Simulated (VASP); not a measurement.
# LiNbO3 (R-3c) in VASP: settings compared

The runs below take LiNbO3 through single point, relaxation of cell and atoms, with r2SCAN, PBEsol.

All numbers are computed with VASP 6.6.1; they aren't measurements. Logs are shortened: lines on timing, memory, paths and dates and some standing lists are left out, and cuts for length are marked.

### 1 The cell of the first run

Symmetry: R-3c, No. 167, trigonal system. The conventional cell has a = 5.184 Å, b = 5.184 Å, c = 13.689 Å, α = 90.00°, β = 90.00°, γ = 120.00°. Within 2.6 Å of Li (site symmetry 32) lie 3 O at 1.96 Å. Within 2.6 Å of Nb (site symmetry -3) lie 6 O at 1.98 Å. O (site symmetry 2) has 1 Li at 1.96 Å and 2 Nb at 1.98 Å within 2.6 Å.

### 2 Single point, r2SCAN

POSCAR

```
LiNbO3
1.0
    2.5922312680      1.4966254204      4.5630037653
   -2.5922312680      1.4966254204      4.5630037653
    0.0000000000     -2.9932508408      4.5630037653
Li Nb O
2 2 6
Direct
    0.2500000000      0.2500000000      0.2500000000
    0.7500000000      0.7500000000      0.7500000000
    0.5000000000      0.5000000000      0.5000000000
    0.0000000000      0.0000000000      0.0000000000
    0.1284580543      0.3715419457      0.7500000000
    0.3715419457      0.7500000000      0.1284580543
    0.8715419457      0.6284580543      0.2500000000
    0.2500000000      0.8715419457      0.6284580543
    0.6284580543      0.2500000000      0.8715419457
    0.7500000000      0.1284580543      0.3715419457
```

INCAR.step1

```
PREC     = Accurate       # precision mode
ENCUT    = 520            # plane-wave cutoff, eV
ISMEAR   = 0              # smearing method
SIGMA    = 0.01           # smearing width, eV
LREAL    = F              # projectors in reciprocal space
LASPH    = T              # aspherical terms in the spheres
NELM     = 60             # most SCF steps
NBANDS   = 45             # bands
GGA      = PE             # functional
ALGO     = Normal         # electronic algorithm
EDIFF    = 1E-4           # SCF threshold, eV
LWAVE    = T              # write WAVECAR
LCHARG   = F              # write CHGCAR
```

INCAR.step2

```
PREC     = Accurate       # precision mode
ENCUT    = 520            # plane-wave cutoff, eV
EDIFF    = 1E-6           # SCF threshold, eV
ISMEAR   = 0              # smearing method
SIGMA    = 0.01           # smearing width, eV
LREAL    = F              # projectors in reciprocal space
LASPH    = T              # aspherical terms in the spheres
NELM     = 60             # most SCF steps
ALGO     = Normal         # electronic algorithm
ISIF     = 2              # what is computed and relaxed
LWAVE    = F              # write WAVECAR
LCHARG   = F              # write CHGCAR
METAGGA  = R2SCAN         # meta-GGA
LMIXTAU  = T            
NBANDS   = 45             # bands
ISTART   = 1
```

KPOINTS

```
regular mesh
0
Gamma
  6 6 6
```

Potentials or basis: VASP PAW PBE potentials, release 64 (Li_sv, Nb_sv, O).

On the command line:

```console
$ cat potpaw_PBE.64/Li_sv/POTCAR potpaw_PBE.64/Nb_sv/POTCAR potpaw_PBE.64/O/POTCAR > POTCAR
$ cp INCAR.step1 INCAR
$ mpirun -np 1 vasp_std > vasp.out
$ cp INCAR.step2 INCAR
$ mpirun -np 1 vasp_std > vasp.out
```

OUTCAR:

```text
PREC = Accurate
   ENCUT = 520
   EDIFF = 1E-6
   ISMEAR = 0
   LREAL = F
   LASPH = T
   NELM = 60
   ISIF = 2
   METAGGA = R2SCAN
   ISTART = 1

 ion  position               nearest neighbor table
   1  0.250  0.250  0.250-   7 1.96   8 1.96   9 1.96
   2  0.750  0.750  0.750-   5 1.96   6 1.96  10 1.96
   3  0.500  0.500  0.500-   8 1.98  10 1.98   9 1.98   6 1.98   7 1.98   5 1.98
   4  0.000  0.000  0.000-   6 1.98   9 1.98   8 1.98  10 1.98   7 1.98   5 1.98
   5  0.128  0.372  0.750-   2 1.96   3 1.98   4 1.98
   6  0.372  0.750  0.128-   2 1.96   4 1.98   3 1.98
   7  0.872  0.628  0.250-   1 1.96   3 1.98   4 1.98
   8  0.250  0.872  0.628-   1 1.96   3 1.98   4 1.98
   9  0.628  0.250  0.872-   1 1.96   4 1.98   3 1.98
  10  0.750  0.128  0.372-   2 1.96   3 1.98   4 1.98

  LATTYP: Found a trigonal (rhomboedric) cell.
 ALAT       =     5.4571562153
 COS(alpha) =     0.5487214270

  Lattice vectors:

 A1 = (   2.5922312680,   1.4966254204,   4.5630037653)
 A2 = (  -2.5922312680,   1.4966254204,   4.5630037653)
 A3 = (   0.0000000000,  -2.9932508408,   4.5630037653)

Analysis of symmetry for initial positions (statically):
=====================================================================
 Subroutine PRICEL returns:
 Original cell was already a primitive cell.

 Routine SETGRP: Setting up the symmetry group for a
 trigonal (rhombohedral) supercell.

 Subroutine GETGRP returns: Found 12 space group operations
 (whereof  6 operations were pure point group operations)
 out of a pool of 12 trial point group operations.

The static configuration has the point symmetry S_6 .
 The point group associated with its full space group is D_3d.

Analysis of symmetry for dynamics (positions and initial velocities):
=====================================================================
 Subroutine PRICEL returns:
 Original cell was already a primitive cell.

 Routine SETGRP: Setting up the symmetry group for a
 trigonal (rhombohedral) supercell.

 Subroutine GETGRP returns: Found 12 space group operations
 (whereof  6 operations were pure point group operations)
 out of a pool of 12 trial point group operations.

The dynamic configuration has the point symmetry S_6 .
 The point group associated with its full space group is D_3d.

 Subroutine INISYM returns: Found 12 space group operations
 (whereof  6 operations are pure point group operations),
 and found     1 'primitive' translations

----------------------------------------------------------------------------------------
[... 114 lines left out ...]
   NFREE  =      0    steps in history (QN), initial steepest desc. (CG)
   ISIF   =      2    stress and relaxation
   ISYM   =      2    0-nonsym 1-usesym 2-fastsym
   POTIM  = 0.5000    time-step for ionic-motion
   TEBEG  =    0.0;   TEEND  =   0.0 temperature during run
   PSTRESS=    0.0 pullay stress
   NELECT =      68.0000    total number of electrons
   NUPDOWN=      -1.0000    fix difference up-down
   EMIN   =  10.00;   EMAX   =-10.00  energy-range for DOS
   EFERMI =   0.00;   METHOD = LEGACY
   ISMEAR =     0;   SIGMA  =   0.01  broadening in eV -4-tet -1-fermi 0-gaus
   EFERMI_NEDOS =   21; number of points for ismear=-14 and -15
   IALGO  =     38    algorithm
   IMIX   =      4    mixing-type and parameters
     AMIX     =   0.40;   BMIX     =  1.00
     AMIX_MAG =   1.60;   BMIX_MAG =  1.00
  volume/ion in A,a.u.               =      10.62        71.68
  Fermi-wavevector in a.u.,A,eV,Ry     =   1.410960  2.666329 27.086604  1.990809
  Thomas-Fermi vector in A             =   2.532861
   LORBIT       =      0    0 simple, 1 ext, 2 COOP (PROOUT), +10 PAW based schemes
   METAGGA = R2SCAN    functional components
   LHFCALC =     F    Hartree Fock is set to
   AEXX    =    0.0000 exact exchange contribution
   IVDW    =     0    specifies the selected vdW correction
   LEPSILON=     F    determine dielectric tensor
   LRPA    =     F    only Hartree local field effects (RPA)
 non-spin polarized calculation
 Gauss-broadening in eV      SIGMA  =   0.01
  energy-cutoff  :      520.00
  volume of cell :      106.22
 maximum number of plane-waves:      2908
 NGX is ok and might be reduce to    42
   NGX = 21   NGY = 21   NGZ = 21

 number of electron      68.0000012 magnetization

 Free energy of the ion-electron system (eV)
  ---------------------------------------------------
  ext. energy  EPLUGINS =         0.00000000
  ---------------------------------------------------
  free energy    TOTEN  =      -118.30856359 eV

  energy without entropy =     -118.30856359  energy(sigma->0) =     -118.30856359

 E-fermi :   3.5854     XC(G=0): -11.4881

 val. band max:        3.3735245888   @ k =  -0.1667   0.1667   0.0000
 cond. band min:       6.3366044580   @ k =   0.5000   0.5000   0.0000
 fundamental gap:      2.9630798692
 Fermi energy:         3.5853781400

 k-point     1 :       0.0000    0.0000    0.0000
  band No.  band energies     occupation
      1     -52.8169      2.00000
      2     -52.7994      2.00000
      3     -40.7403      2.00000
      4     -40.7385      2.00000
      5     -28.3267      2.00000
      6     -28.3267      2.00000
[... 1141 lines left out ...]
     44      13.9877      0.00000
     45      14.3200      0.00000

 [... further k-points ...]
[... 5 lines left out ...]
  --------------------------------------------------------------------------------------
  -------------------------------------------------------------------------------------
  Total       -0.0432012     -0.0432012     -0.1139510      0.0000000      0.0000000     -0.0000000
  in kB       -0.6516551     -0.6516551     -1.7188571      0.0000000      0.0000000     -0.0000000
  external PRESSURE =      -1.0073891 kB  Pullay stress =       0.0000000 kB

 VOLUME and BASIS-vectors are now :
 -----------------------------------------------------------------------------
  energy-cutoff  :      520.00
  volume of cell :      106.22
      direct lattice vectors                 reciprocal lattice vectors
     2.592231268  1.496625420  4.563003765     0.192884025  0.111361644  0.073051295
    -2.592231268  1.496625420  4.563003765    -0.192884025  0.111361644  0.073051295
     0.000000000 -2.993250841  4.563003765     0.000000000 -0.222723287  0.073051295

 POSITION                                       TOTAL-FORCE (eV/Angst)
 -----------------------------------------------------------------------------------
      0.00000      0.00000      3.42225         0.000000     -0.000000      0.000000
      0.00000      0.00000     10.26676         0.000000     -0.000000      0.000000
      0.00000      0.00000      6.84451         0.000000     -0.000000      0.000000
      0.00000      0.00000      0.00000         0.000000     -0.000000      0.000000
     -0.63013     -1.49663      5.70375         0.004761     -0.000000     -0.000000
     -0.98105      1.29402      5.70375        -0.002380     -0.004123      0.000000
      0.63013      1.49663      7.98526        -0.004761     -0.000000     -0.000000
     -1.61118     -0.20260      7.98526         0.002380     -0.004123      0.000000
      0.98105     -1.29402      7.98526         0.002380      0.004123      0.000000
      1.61118      0.20260      5.70375        -0.002380      0.004123      0.000000
 -----------------------------------------------------------------------------------
    total drift:                                0.000000      0.000000     -0.000000

  FREE ENERGIE OF THE ION-ELECTRON SYSTEM (eV)
  ---------------------------------------------------
  free  energy   TOTEN  =      -118.3085635891 eV

  energy  without entropy=     -118.3085635891  energy(sigma->0) =     -118.30856359
```

OUTCAR.step1:

```text
PREC = Accurate
   ENCUT = 520
   ISMEAR = 0
   LREAL = F
[... 1408 lines left out ...]
      0.63013      1.49663      7.98526         0.066458     -0.000000      0.000000
     -1.61118     -0.20260      7.98526        -0.033229      0.057554     -0.000000
      0.98105     -1.29402      7.98526        -0.033229     -0.057554     -0.000000
      1.61118      0.20260      5.70375         0.033229     -0.057554     -0.000000
 -----------------------------------------------------------------------------------
    total drift:                                0.000000      0.000000     -0.000000

  FREE ENERGIE OF THE ION-ELECTRON SYSTEM (eV)
  ---------------------------------------------------
  free  energy   TOTEN  =       -79.7179679333 eV

  energy  without entropy=      -79.7179679333  energy(sigma->0) =      -79.71796793
```

OSZICAR.step1:

```text
N       E                     dE             d eps       ncg     rms          rms(c)
DAV:   1     0.730903484355E+03    0.73090E+03   -0.36902E+04  2880   0.160E+03
DAV:   2    -0.308709430829E+02   -0.76177E+03   -0.73587E+03  3692   0.544E+02
DAV:   3    -0.927263236805E+02   -0.61855E+02   -0.61332E+02  4312   0.145E+02
DAV:   4    -0.979905871521E+02   -0.52643E+01   -0.52468E+01  5104   0.380E+01
DAV:   5    -0.982453634611E+02   -0.25478E+00   -0.25469E+00  4387   0.629E+00    0.271E+01
DAV:   6    -0.796692464808E+02    0.18576E+02   -0.82937E+01  4120   0.527E+01    0.901E+00
DAV:   7    -0.797006197566E+02   -0.31373E-01   -0.75740E+00  4640   0.146E+01    0.529E+00
DAV:   8    -0.797082928842E+02   -0.76731E-02   -0.82443E-01  4648   0.591E+00    0.170E+00
DAV:   9    -0.797125370960E+02   -0.42442E-02   -0.10005E-01  4046   0.233E+00    0.962E-01
DAV:  10    -0.797182331003E+02   -0.56960E-02   -0.34084E-02  4000   0.135E+00    0.190E-01
DAV:  11    -0.797179175503E+02    0.31555E-03   -0.36588E-03  4144   0.428E-01    0.514E-02
DAV:  12    -0.797179679333E+02   -0.50383E-04   -0.32406E-04  3024   0.149E-01
   1 F= -.79717968E+02 E0= -.79717968E+02  d E =-.755203E-68
```

It took 23 min on 1 thread of Oxide Virtual Turin-like, shared host; peak memory 0.32 GiB.

What came out:

| Item | Value |
| --- | --- |
| Free energy | -118.3086 eV |
| Largest force | 0.005 eV/Å |
| Band gap on the k mesh | 2.96 eV (least direct gap 3.08 eV) |

Forces on the atoms (eV/Å):
```
Li   0.000  0.000  0.000
Li   0.000  0.000  0.000
Nb   0.000  0.000  0.000
Nb   0.000  0.000  0.000
O    0.005  0.000  0.000
O   -0.002 -0.004  0.000
O   -0.005  0.000  0.000
O    0.002 -0.004  0.000
O    0.002  0.004  0.000
O   -0.002  0.004  0.000
```

Levels at points of the mesh, in eV from the valence-band top:
| k point | band 31 | band 32 | band 33 | band 34 | band 35 | band 36 | band 37 | band 38 |
| --- | --- | --- | --- | --- | --- | --- | --- | --- |
| (0.00, 0.00, 0.00) | -0.28 | -0.22 | -0.22 | -0.07 | 3.01 | 3.01 | 3.17 | 5.11 |
| (0.50, 0.00, 0.00) | -0.29 | -0.29 | -0.23 | -0.23 | 4.59 | 4.59 | 4.64 | 4.64 |
| (0.50, 0.50, 0.00) | -0.99 | -0.45 | -0.32 | -0.28 | 2.96 | 4.04 | 4.40 | 4.81 |
| (0.50, 0.50, 0.50) | -0.31 | -0.31 | -0.31 | -0.31 | 4.64 | 4.64 | 4.91 | 4.91 |

Caveat: the cutoff is under 1.25 times the usual one of these potentials, so pressure, stress and relaxed cells hold a basis-set (Pulay) error; the PAW data sets were made with another functional, which shifts forces and pressure a little. A k mesh can miss the band edges.

[end of part 1 of 2]
